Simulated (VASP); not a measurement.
Wanted: the native input for a VASP 6.6.1 run.

| Item | Value |
| --- | --- |
| Task | single point |
| Functional | r2SCAN |
| Potentials or basis | VASP PAW PBE potentials, release 64 (In_d, I, Cs_sv, Br) |
| Cutoff | 550 eV |
| k mesh | 3 × 3 × 3 |
| Occupations | methfessel-paxton, width 0.06 eV |
| Spin | no spin polarisation |
| Dipole correction | no |
| Further INCAR settings | ALGO = Normal; EDIFF = 1e-06; NBANDS = 46 |

Cs2InI2Br4:

```
In I Cs Br
1.0
    -4.24704    4.24704    4.54505
     4.24704   -4.24704    4.54505
     4.24704    4.24704   -4.54505
In I Cs Br
1 2 2 4
Direct
  0.00000 0.00000 0.00000
  0.34815 0.34815 0.00000
  0.65185 0.65185 0.00000
  0.75000 0.25000 0.50000
  0.25000 0.75000 0.50000
  0.20356 0.20356 0.40712
  0.20356 0.79644 0.00000
  0.79644 0.79644 0.59288
  0.79644 0.20356 0.00000
```

These files were run (other wordings do the same):

POSCAR

```
Cs2InI2Br4
1.0
   -4.2470390000      4.2470390000      4.5450460000
    4.2470390000     -4.2470390000      4.5450460000
    4.2470390000      4.2470390000     -4.5450460000
In I Cs Br
1 2 2 4
Direct
    0.0000000000      0.0000000000      0.0000000000
    0.3481500000      0.3481500000      0.0000000000
    0.6518500000      0.6518500000      0.0000000000
    0.7500000000      0.2500000000      0.5000000000
    0.2500000000      0.7500000000      0.5000000000
    0.2035600000      0.2035600000      0.4071200000
    0.2035600000      0.7964400000      0.0000000000
    0.7964400000      0.7964400000      0.5928800000
    0.7964400000      0.2035600000      0.0000000000
```

INCAR.step1

```
SYSTEM = Cs2InI2Br4
PREC     = Accurate       ! precision mode
ENCUT    = 550            ! plane-wave cutoff, eV
ISMEAR   = 1              ! smearing method
SIGMA    = 0.06           ! smearing width, eV
LREAL    = .FALSE.        ! projectors in reciprocal space
LASPH    = .TRUE.         ! aspherical terms in the spheres
NELM     = 120            ! most SCF steps
NBANDS   = 46             ! bands
GGA      = PE             ! functional
ALGO     = Normal         ! electronic algorithm
EDIFF    = 1E-5           ! SCF threshold, eV
LWAVE    = .TRUE.         ! write WAVECAR
LCHARG   = .FALSE.        ! write CHGCAR
GGA_COMPAT= .FALSE.
```

INCAR.step2

```
SYSTEM = Cs2InI2Br4
PREC     = Accurate       ! precision mode
ENCUT    = 550            ! plane-wave cutoff, eV
EDIFF    = 1E-6           ! SCF threshold, eV
ISMEAR   = 1              ! smearing method
SIGMA    = 0.06           ! smearing width, eV
LREAL    = .FALSE.        ! projectors in reciprocal space
LASPH    = .TRUE.         ! aspherical terms in the spheres
NELM     = 120            ! most SCF steps
ALGO     = Normal         ! electronic algorithm
ISIF     = 2              ! what is computed and relaxed
LWAVE    = .FALSE.        ! write WAVECAR
LCHARG   = .TRUE.         ! write CHGCAR
METAGGA  = R2SCAN         ! meta-GGA
LMIXTAU  = .TRUE.       
LELF     = .TRUE.         ! ELF
LVHAR    = .TRUE.       
NBANDS   = 46             ! bands
ISTART   = 1            
GGA_COMPAT= .FALSE.
```

KPOINTS

```
Automatic mesh
0
G
  3 3 3
  0 0 0
```

Potentials or basis: VASP PAW PBE potentials, release 64 (In_d, I, Cs_sv, Br).

Run with:

```sh
$ cat potpaw_PBE.64/In_d/POTCAR potpaw_PBE.64/I/POTCAR potpaw_PBE.64/Cs_sv/POTCAR potpaw_PBE.64/Br/POTCAR > POTCAR
$ cp INCAR.step1 INCAR
$ mpirun -np 1 vasp_std > vasp.out
$ cp INCAR.step2 INCAR
$ mpirun -np 1 vasp_std > vasp.out
```

It gave:

```json
{
  "Pressure": "5.0 GPa",
  "Largest force": "2.154 eV/Å",
  "Band gap on the k mesh": "zero (an odd number of electrons rules out a gap without spin polarisation)"
}
```

Caveat: the cell stands under pressure; the PAW data sets were made with another functional, which shifts forces and pressure a little; spin-orbit coupling is left out, which moves the levels of the heavy elements; an odd number of electrons without spin polarisation forces a metal; a magnetic or distorted state may lie lower.

It took 6.2 min on 1 thread of AMD EPYC 9R45 96-Core Processor (Zen 5), with other jobs on the host, peak memory 0.58 GiB.
